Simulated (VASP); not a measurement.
# CoPdO2 (R-3m) in VASP: further runs

The runs below take CoPdO2 through single point, with BLYP+D3(BJ)+U, revPBE+D3(BJ)+U, PBE+D3(BJ)+U.

Everything below comes from runs of VASP 6.6.1. Logs are shortened: lines on timing, memory, paths and dates and some standing lists are left out, and cuts for length are marked.

## (1) The cell of the first run

Symmetry: R-3m, No. 166, trigonal system. Conventional cell: a = 2.809 Å, b = 2.809 Å, c = 17.762 Å, α = 90.00°, β = 90.00°, γ = 120.00°. Co (site symmetry -3m) has 6 O at 1.89 Å within 2.5 Å. Pd (site symmetry -3m) has 2 O at 1.98 Å within 2.6 Å. Within 2.5 Å of O (site symmetry 3m) lie 3 Co at 1.89 Å and 1 Pd at 1.98 Å.

## (2) Single point, BLYP+D3(BJ)+U, collinear spin, zero start (volume scaled by 0.96)

Input file INCAR:

```
PREC = Accurate
ENCUT = 520
EDIFF = 1E-7
ISMEAR = 0
SIGMA = 0.05
LREAL = F
LASPH = T
NELM = 150
ALGO = Normal
ISIF = 2
LWAVE = F
LCHARG = F
ISPIN = 2
MAGMOM = 0 0 0 0
LORBIT = 11
LMAXMIX = 4
LDAU = T
LDAUTYPE = 2
LDAUL = 2 -1 -1
LDAUU = 3.3 0 0
LDAUJ = 0 0 0
LDAUPRINT = 1
GGA = B5
ALDAX = 1.0
AGGAX = 1.0
AGGAC = 1.0
ALDAC = 0.0
IVDW = 12
VDW_S6 = 1.0
VDW_S8 = 2.6996
VDW_A1 = 0.4298
VDW_A2 = 4.2359
NBANDS = 28
```

Input file KPOINTS:

```
regular mesh
0
Gamma
  10 10 10
```

Input file POSCAR:

```
CoPdO2
1.0
    1.4043922454      0.8108262411      5.9208029582
   -1.4043922454      0.8108262411      5.9208029582
    0.0000000000     -1.6216524817      5.9208029583
Co Pd O
1 1 2
Direct
    0.5000000000      0.5000000000      0.5000000000
    0.0000000000      0.0000000000      0.0000000000
    0.1115884184      0.1115884184      0.1115884184
    0.8884115816      0.8884115816      0.8884115816
```

Potentials or basis: VASP PAW PBE potentials, release 64 (Co, Pd, O).

Command:

```console
> cat potpaw_PBE.64/Co/POTCAR potpaw_PBE.64/Pd/POTCAR potpaw_PBE.64/O/POTCAR > POTCAR
> mpirun -np 1 vasp_std > vasp.out
```

OUTCAR:

```text
PREC = Accurate
   ENCUT = 520
   EDIFF = 1E-7
   ISMEAR = 0
   LREAL = F
   LASPH = T
   NELM = 150
   ISIF = 2
   ISPIN = 2
   LORBIT = 11
   GGA = B5
   IVDW = 12
 IVDW          = 12

 ion  position               nearest neighbor table
   1  0.500  0.500  0.500-   3 1.89   4 1.89   3 1.89   3 1.89   4 1.89   4 1.89
   2  0.000  0.000  0.000-   3 1.98   4 1.98
   3  0.112  0.112  0.112-   1 1.89   1 1.89   1 1.89   2 1.98
   4  0.888  0.888  0.888-   1 1.89   1 1.89   1 1.89   2 1.98

  LATTYP: Found a trigonal (rhomboedric) cell.
 ALAT       =     6.1388650777
 COS(alpha) =     0.8953279658

  Lattice vectors:

 A1 = (   1.4043922454,   0.8108262411,   5.9208029582)
 A2 = (  -1.4043922454,   0.8108262411,   5.9208029582)
 A3 = (   0.0000000000,  -1.6216524817,   5.9208029583)

Analysis of symmetry for initial positions (statically):
=====================================================================
 Subroutine PRICEL returns:
 Original cell was already a primitive cell.

 Routine SETGRP: Setting up the symmetry group for a
 trigonal (rhombohedral) supercell.

 Subroutine GETGRP returns: Found 12 space group operations
 (whereof 12 operations were pure point group operations)
 out of a pool of 12 trial point group operations.

The static configuration has the point symmetry D_3d.

Analysis of symmetry for dynamics (positions and initial velocities):
=====================================================================
 Subroutine PRICEL returns:
 Original cell was already a primitive cell.

 Routine SETGRP: Setting up the symmetry group for a
 trigonal (rhombohedral) supercell.

 Subroutine GETGRP returns: Found 12 space group operations
 (whereof 12 operations were pure point group operations)
 out of a pool of 12 trial point group operations.

The dynamic configuration has the point symmetry D_3d.

Analysis of structural, dynamic, and magnetic symmetry:
=====================================================================
 Subroutine PRICEL returns:
 Original cell was already a primitive cell.

 Routine SETGRP: Setting up the symmetry group for a
 trigonal (rhombohedral) supercell.

 Subroutine GETGRP returns: Found 12 space group operations
 (whereof 12 operations were pure point group operations)
 out of a pool of 12 trial point group operations.

The overall configuration has the point symmetry D_3d.

 Subroutine INISYM returns: Found 12 space group operations
 (whereof 12 operations are pure point group operations),
 and found     1 'primitive' translations

----------------------------------------------------------------------------------------

                                     Primitive cell

  volume of cell :      40.4528

  direct lattice vectors                    reciprocal lattice vectors
     1.404392245  0.810826241  5.920802958     0.356025891  0.205551644  0.056298670
    -1.404392245  0.810826241  5.920802958    -0.356025891  0.205551644  0.056298670
     0.000000000 -1.621652482  5.920802958     0.000000000 -0.411103288  0.056298670

  length of vectors
     6.138865078  6.138865078  6.138865078     0.414940301  0.414940301  0.414940301

  position of ions in fractional coordinates (direct lattice)
     0.500000000  0.500000000  0.500000000
     0.000000000  0.000000000  0.000000000
     0.111588418  0.111588418  0.111588418
     0.888411582  0.888411582  0.888411582

  ion indices of the primitive-cell ions
   primitive index   ion index
                 1           1
                 2           2
                 3           3
                 4           4

[... 82 lines left out ...]
   NELECT =      31.0000    total number of electrons
   NUPDOWN=      -1.0000    fix difference up-down
   EMIN   =  10.00;   EMAX   =-10.00  energy-range for DOS
   EFERMI =   0.00;   METHOD = LEGACY
   ISMEAR =     0;   SIGMA  =   0.05  broadening in eV -4-tet -1-fermi 0-gaus
   EFERMI_NEDOS =   21; number of points for ismear=-14 and -15
   IALGO  =     38    algorithm
   IMIX   =      4    mixing-type and parameters
     AMIX     =   0.40;   BMIX     =  1.00
     AMIX_MAG =   1.60;   BMIX_MAG =  1.00
  volume/ion in A,a.u.               =      10.11        68.25
  Fermi-wavevector in a.u.,A,eV,Ry     =   1.498118  2.831033 30.536340  2.244358
  Thomas-Fermi vector in A             =   2.609918
   LORBIT       =     11    0 simple, 1 ext, 2 COOP (PROOUT), +10 PAW based schemes
 LDA+U is selected, type is set to LDAUTYPE =  2
   angular momentum for each species LDAUL =     2   -1   -1
   U (eV)           for each species LDAUU =   3.3  0.0  0.0
   J (eV)           for each species LDAUJ =   0.0  0.0  0.0
   GGA     = B5    functional components
   LHFCALC =     F    Hartree Fock is set to
   AEXX    =    0.0000 exact exchange contribution
   IVDW    =    12    specifies the selected vdW correction
   LEPSILON=     F    determine dielectric tensor
   LRPA    =     F    only Hartree local field effects (RPA)
 spin polarized calculation
 Gauss-broadening in eV      SIGMA  =   0.05
  energy-cutoff  :      520.00
  volume of cell :       40.45
 maximum number of plane-waves:      1105
 NGX is ok and might be reduce to    48
   NGX = 23   NGY = 23   NGZ = 23

 number of electron      30.9999997 magnetization      -0.0000044

atom =   1  type =  1  l = 2

 onsite density matrix

spin component  1

  0.7830  0.0000  0.0000  0.2673  0.0000
  0.0000  0.5849  0.0000  0.0000  0.2673
  0.0000  0.0000  0.9710 -0.0000 -0.0000
  0.2673  0.0000 -0.0000  0.5849  0.0000
  0.0000  0.2673 -0.0000  0.0000  0.7830

spin component  2

  0.7830 -0.0000  0.0000  0.2673  0.0000
 -0.0000  0.5849  0.0000  0.0000  0.2673
  0.0000  0.0000  0.9710 -0.0000 -0.0000
  0.2673  0.0000 -0.0000  0.5849  0.0000
  0.0000  0.2673 -0.0000  0.0000  0.7830

 occupancies and eigenvectors

  o =  0.3989  v =  0.0000  0.8208 -0.0000  0.0000 -0.5712  0.0000  0.0000  0.0000  0.0000  0.0000      0.0000  0.0000  0.0000  0.0000  0.0000  0.0000  0.0000  0.0000  0.0000  0.0000
  o =  0.3989  v = -0.5712  0.0000  0.0000  0.8208  0.0000  0.0000  0.0000  0.0000  0.0000  0.0000      0.0000  0.0000  0.0000  0.0000  0.0000  0.0000  0.0000  0.0000  0.0000  0.0000
  o =  0.3989  v =  0.0000  0.0000  0.0000  0.0000  0.0000  0.0000  0.8208 -0.0000  0.0000 -0.5712      0.0000  0.0000  0.0000  0.0000  0.0000  0.0000  0.0000  0.0000  0.0000  0.0000
  o =  0.3989  v =  0.0000  0.0000  0.0000  0.0000  0.0000  0.5712  0.0000 -0.0000 -0.8208 -0.0000      0.0000  0.0000  0.0000  0.0000  0.0000  0.0000  0.0000  0.0000  0.0000  0.0000
  o =  0.9690  v = -0.8208  0.0000 -0.0000 -0.5712 -0.0000  0.0000  0.0000  0.0000  0.0000  0.0000      0.0000  0.0000  0.0000  0.0000  0.0000  0.0000  0.0000  0.0000  0.0000  0.0000
  o =  0.9690  v =  0.0000 -0.5712  0.0000  0.0000 -0.8208  0.0000  0.0000  0.0000  0.0000  0.0000      0.0000  0.0000  0.0000  0.0000  0.0000  0.0000  0.0000  0.0000  0.0000  0.0000
  o =  0.9690  v =  0.0000  0.0000  0.0000  0.0000  0.0000 -0.8208  0.0000 -0.0000 -0.5712 -0.0000      0.0000  0.0000  0.0000  0.0000  0.0000  0.0000  0.0000  0.0000  0.0000  0.0000
  o =  0.9690  v =  0.0000  0.0000  0.0000  0.0000  0.0000  0.0000 -0.5712  0.0000  0.0000 -0.8208      0.0000  0.0000  0.0000  0.0000  0.0000  0.0000  0.0000  0.0000  0.0000  0.0000
  o =  0.9710  v =  0.0000  0.0000  0.0000  0.0000  0.0000  0.0000  0.0000  1.0000  0.0000  0.0000      0.0000  0.0000  0.0000  0.0000  0.0000  0.0000  0.0000  0.0000  0.0000  0.0000
  o =  0.9710  v =  0.0000 -0.0000 -1.0000  0.0000 -0.0000  0.0000  0.0000  0.0000  0.0000  0.0000      0.0000  0.0000  0.0000  0.0000  0.0000  0.0000  0.0000  0.0000  0.0000  0.0000

 number of electron      30.9999997 magnetization       0.0000019

 Free energy of the ion-electron system (eV)
  ---------------------------------------------------
  ext. energy  EPLUGINS =         0.00000000
  ---------------------------------------------------
  free energy    TOTEN  =       -21.58981276 eV

  energy without entropy =      -21.58655931  energy(sigma->0) =      -21.58818603

 E-fermi :   8.4261     XC(G=0): -11.9943

 val. band max:        8.4224849474   @ k =  -0.2000   0.2000   0.2000
 cond. band min:       8.4282467780   @ k =  -0.4000   0.3000   0.2000
 fundamental gap:      0.0057618307
 Fermi energy:         8.4261260794

 spin component 1

 k-point     1 :       0.0000    0.0000    0.0000
  band No.  band energies     occupation
      1     -12.3674      1.00000
      2     -10.5183      1.00000
      3      -0.3192      1.00000
      4       2.4755      1.00000
      5       2.4755      1.00000
      6       3.2098      1.00000
[... 1433 lines left out ...]
     26      25.1867      0.00000
     27      26.7923      0.00000

 [... further k-points ...]

 [bands above 27 left out]

------------------------ aborting loop because EDIFF is reached ----------------------------------------

 Edisp (eV)   -2.56291

 E8    (eV) :    -1.7932

  FORCE on cell =-STRESS in cart. coord.  units (eV):
  Direction    XX          YY          ZZ          XY          YZ          ZX
  --------------------------------------------------------------------------------------
  -------------------------------------------------------------------------------------
  Total       1.97114     1.97114     2.31415     0.00000    -0.00000     0.00000
  in kB      78.06923    78.06923    91.65450     0.00000    -0.00000     0.00000
  external pressure =       82.60 kB  Pullay stress =        0.00 kB

 VOLUME and BASIS-vectors are now :
 -----------------------------------------------------------------------------
  energy-cutoff  :      520.00
  volume of cell :       40.45
      direct lattice vectors                 reciprocal lattice vectors
     1.404392245  0.810826241  5.920802958     0.356025891  0.205551644  0.056298670
    -1.404392245  0.810826241  5.920802958    -0.356025891  0.205551644  0.056298670
     0.000000000 -1.621652482  5.920802958     0.000000000 -0.411103288  0.056298670

 POSITION                                       TOTAL-FORCE (eV/Angst)
 -----------------------------------------------------------------------------------
      0.00000      0.00000      8.88120         0.000000      0.000000      0.000000
      0.00000      0.00000      0.00000        -0.000000      0.000000     -0.000000
      0.00000      0.00000      1.98208        -0.000000      0.000000      0.058042
      0.00000      0.00000     15.78033        -0.000000     -0.000000     -0.058042
 -----------------------------------------------------------------------------------
    total drift:                                0.000000      0.000000     -0.000000

  FREE ENERGIE OF THE ION-ELECTRON SYSTEM (eV)
  ---------------------------------------------------
  free  energy   TOTEN  =       -24.1527251907 eV

  energy  without entropy=      -24.1494717409  energy(sigma->0) =      -24.15109847

 total charge

# of ion       s       p       d       tot
------------------------------------------
    1        0.428   0.671   7.376   8.476
    2        0.479   0.484   8.487   9.450
    3        1.552   3.492   0.000   5.043
    4        1.552   3.492   0.000   5.043
--------------------------------------------------
tot          4.010   8.139  15.863  28.012

 magnetization (x)

# of ion       s       p       d       tot
------------------------------------------
    1       -0.000  -0.000   0.000   0.000
    2       -0.000   0.000   0.000   0.000
    3        0.000   0.000   0.000   0.000
    4        0.000   0.000   0.000   0.000
--------------------------------------------------
tot         -0.000   0.000   0.000   0.000
```

Run time: 16 min. Hardware: 1 thread of Intel Xeon Platinum 8488C (Sapphire Rapids), shared host; peak memory 0.55 GiB.

Results:

| Property | Result |
| --- | --- |
| Free energy | -24.1527 eV |
| Pressure | 8.3 GPa |
| Largest force | 0.058 eV/Å |
| Net moment | 0.00 μB per cell |
| Valence electrons inside the program's atomic spheres | Co 8.48; Pd 9.45; O 5.04 |
| Dispersion energy per atom | -0.641 eV |

Forces in eV/Å, atoms in the order of the input:
```
Co   0.000  0.000  0.000
Pd   0.000  0.000  0.000
O    0.000  0.000  0.058
O    0.000  0.000 -0.058
```

Levels at points of the mesh, in eV from the Fermi level:
Spin up:
```
           k point  band 14  band 15  band 16  band 17  band 18  band 19
(0.00, 0.00, 0.00)    -2.32    -1.54    -1.54     2.37     2.37     3.26
(0.50, 0.00, 0.00)    -1.32    -0.35     0.93     1.77     2.04     3.72
(0.50, 0.50, 0.00)    -1.80    -0.35     0.40     2.34     2.37     3.75
(0.50, 0.50, 0.50)    -1.75    -0.72    -0.72     2.09     2.09     4.43
```
Spin down:
```
           k point  band 12  band 13  band 14  band 15  band 16  band 17  band 18  band 19  band 20  band 21
(0.00, 0.00, 0.00)    -2.61    -2.61    -2.32    -1.54    -1.54     2.37     2.37     3.26     6.92     9.77
(0.50, 0.00, 0.00)    -2.25    -2.03    -1.32    -0.35     0.93     1.77     2.04     3.72     8.78    11.13
(0.50, 0.50, 0.00)    -2.44    -1.82    -1.80    -0.35     0.40     2.34     2.37     3.75     9.50    10.26
(0.50, 0.50, 0.50)    -2.67    -2.67    -1.75    -0.72    -0.72     2.09     2.09     4.43     5.80     9.90
```

Eigenvalues of the final occupation matrices:
```csv
site,spin,trace,eigenvalues
site 1 d,1,3.71,0.40 0.40 0.97 0.97 0.97
site 1 d,2,3.71,0.40 0.40 0.97 0.97 0.97
```

Caveat: the PAW data sets were made with another functional, which shifts forces and pressure a little; pairwise dispersion overbinds metals, which lowers pressure and volume.

## (3) Single point, revPBE+D3(BJ)+U, collinear spin, zero start (volume scaled by 0.98)

Input file INCAR:

```
SYSTEM = CoPdO2
ALGO = Normal
EDIFF = 1E-6
ENCUT = 520
GGA = RE
ISIF = 2
ISMEAR = 0
ISPIN = 2
IVDW = 12
LASPH = .TRUE.
LCHARG = .FALSE.
LDAU = .TRUE.
LDAUJ = 0 0 0
LDAUL = 2 -1 -1
LDAUPRINT = 1
LDAUTYPE = 2
LDAUU = 3.3 0 0
LMAXMIX = 4
LORBIT = 11
LREAL = .FALSE.
LWAVE = .FALSE.
MAGMOM = 0 0 0 0
NBANDS = 28
NELM = 150
PREC = Accurate
SIGMA = 0.05
```

Input file KPOINTS:

```
k-points
0
G
  10 10 10
  0 0 0
```

Input file POSCAR:

```
CoPdO2
1.0
    1.4057744413      0.8116242522      5.9163605523
   -1.4057744413      0.8116242522      5.9163605523
    0.0000000000     -1.6232485041      5.9163605523
Co Pd O
1 1 2
Direct
    0.5000000000      0.5000000000      0.5000000000
    0.0000000000      0.0000000000      0.0000000000
    0.1116039298      0.1116039298      0.1116039298
    0.8883960702      0.8883960702      0.8883960702
```

Potentials or basis: VASP PAW PBE potentials, release 64 (Co, Pd, O).

Command:

```console
> cat potpaw_PBE.64/Co/POTCAR potpaw_PBE.64/Pd/POTCAR potpaw_PBE.64/O/POTCAR > POTCAR
> mpirun -np 1 vasp_std > vasp.out
```

OUTCAR:

```text
SYSTEM = CoPdO2
   EDIFF = 1E-6
   ENCUT = 520
   GGA = RE
   ISIF = 2
   ISMEAR = 0
   ISPIN = 2
   IVDW = 12
   LASPH = .TRUE.
   LORBIT = 11
   LREAL = .FALSE.
   NELM = 150
   PREC = Accurate
 IVDW          = 12

 ion  position               nearest neighbor table
   1  0.500  0.500  0.500-   3 1.89   3 1.89   4 1.89   4 1.89   3 1.89   4 1.89
   2  0.000  0.000  0.000-   3 1.98   4 1.98
   3  0.112  0.112  0.112-   1 1.89   1 1.89   1 1.89   2 1.98
   4  0.888  0.888  0.888-   1 1.89   1 1.89   1 1.89   2 1.98

  LATTYP: Found a trigonal (rhomboedric) cell.
[... 1716 lines left out ...]
      direct lattice vectors                 reciprocal lattice vectors
     1.405774441  0.811624252  5.916360552     0.355675836  0.205349540  0.056340943
    -1.405774441  0.811624252  5.916360552    -0.355675836  0.205349540  0.056340943
     0.000000000 -1.623248504  5.916360552     0.000000000 -0.410699080  0.056340943

 POSITION                                       TOTAL-FORCE (eV/Angst)
 -----------------------------------------------------------------------------------
      0.00000      0.00000      8.87454         0.000000      0.000000      0.000000
      0.00000      0.00000      0.00000        -0.000000      0.000000      0.000000
      0.00000      0.00000      1.98087        -0.000000      0.000000      0.095441
      0.00000      0.00000     15.76821        -0.000000     -0.000000     -0.095441
 -----------------------------------------------------------------------------------
    total drift:                               -0.000000     -0.000000      0.000000

  FREE ENERGIE OF THE ION-ELECTRON SYSTEM (eV)
  ---------------------------------------------------
  free  energy   TOTEN  =       -24.0721623604 eV

  energy  without entropy=      -24.0688677858  energy(sigma->0) =      -24.07051507

 total charge

# of ion       s       p       d       tot
------------------------------------------
    1        0.438   0.682   7.372   8.492
    2        0.495   0.495   8.464   9.454
    3        1.561   3.472   0.000   5.033
    4        1.561   3.472   0.000   5.033
--------------------------------------------------
tot          4.055   8.122  15.836  28.013

 magnetization (x)

# of ion       s       p       d       tot
------------------------------------------
    1       -0.000   0.000   0.000  -0.000
    2        0.000   0.000   0.000   0.000
    3       -0.000   0.000   0.000   0.000
    4       -0.000   0.000   0.000   0.000
--------------------------------------------------
tot          0.000   0.000   0.000   0.000
```

stdout:

```text
POSCAR found type information on POSCAR CoPdO
 POSCAR found :  3 types and       4 ions
 scaLAPACK will be used
 -----------------------------------------------------------------------------
|                                                                             |
|                                                                             |
|     You enforced a specific xc type in the INCAR file but a different       |
|     I HOPE YOU KNOW WHAT YOU ARE DOING!                                     |
|                                                                             |
 -----------------------------------------------------------------------------

 LDA part: xc-table for (Slater+PW92), standard interpolation
 POSCAR, INCAR and KPOINTS ok, starting setup
 FFT: planning ... GRIDC
 FFT: planning ... GRID_SOFT
 FFT: planning ... GRID
 WAVECAR not read
 entering main loop
```

Run time: 16 min. Hardware: 1 thread of Intel Xeon Platinum 8488C (Sapphire Rapids), shared host; peak memory 0.55 GiB.

Results:

```yaml
Free_energy: -24.0722 eV
Pressure: 2.8 GPa
Largest_force: 0.095 eV/Å
Net_moment: 0.00 μB per cell
Valence_electrons_inside_the_program's_atomic_spheres: Co 8.49; Pd 9.45; O 5.03
Dispersion_energy_per_atom: -0.577 eV
```

Forces on the atoms (eV/Å):
```
Co   0.000  0.000  0.000
Pd   0.000  0.000  0.000
O    0.000  0.000  0.095
O    0.000  0.000 -0.095
```

Levels at points of the mesh, in eV from the Fermi level:
Spin up:
```
           k point  band 12  band 13  band 14  band 15  band 16  band 17  band 18  band 19  band 20  band 21
(0.00, 0.00, 0.00)    -2.59    -2.59    -2.18    -1.52    -1.52     2.39     2.39     3.18     6.73     9.74
(0.50, 0.00, 0.00)    -2.22    -1.89    -1.30    -0.34     0.92     1.75     2.04     3.61     8.68    11.00
(0.50, 0.50, 0.00)    -2.28    -1.78    -1.72    -0.34     0.38     2.35     2.38     3.64     9.47    10.06
(0.50, 0.50, 0.50)    -2.64    -2.64    -1.62    -0.70    -0.70     2.10     2.10     4.43     5.59     9.75
```
Spin down:
```
           k point  band 13  band 14  band 15  band 16  band 17  band 18  band 19  band 20
(0.00, 0.00, 0.00)    -2.59    -2.18    -1.52    -1.52     2.39     2.39     3.18     6.73
(0.50, 0.00, 0.00)    -1.89    -1.30    -0.34     0.92     1.75     2.04     3.61     8.68
(0.50, 0.50, 0.00)    -1.78    -1.72    -0.34     0.38     2.35     2.38     3.64     9.47
(0.50, 0.50, 0.50)    -2.64    -1.62    -0.70    -0.70     2.10     2.10     4.43     5.59
```

Eigenvalues of the final occupation matrices:
```
    site  spin  trace               eigenvalues
site 1 d     1   3.70  0.40 0.40 0.97 0.97 0.97
site 1 d     2   3.70  0.40 0.40 0.97 0.97 0.97
```

Caveat: the PAW data sets were made with another functional, which shifts forces and pressure a little; pairwise dispersion overbinds metals, which lowers pressure and volume.

(Part 1 of 2 ends here.)
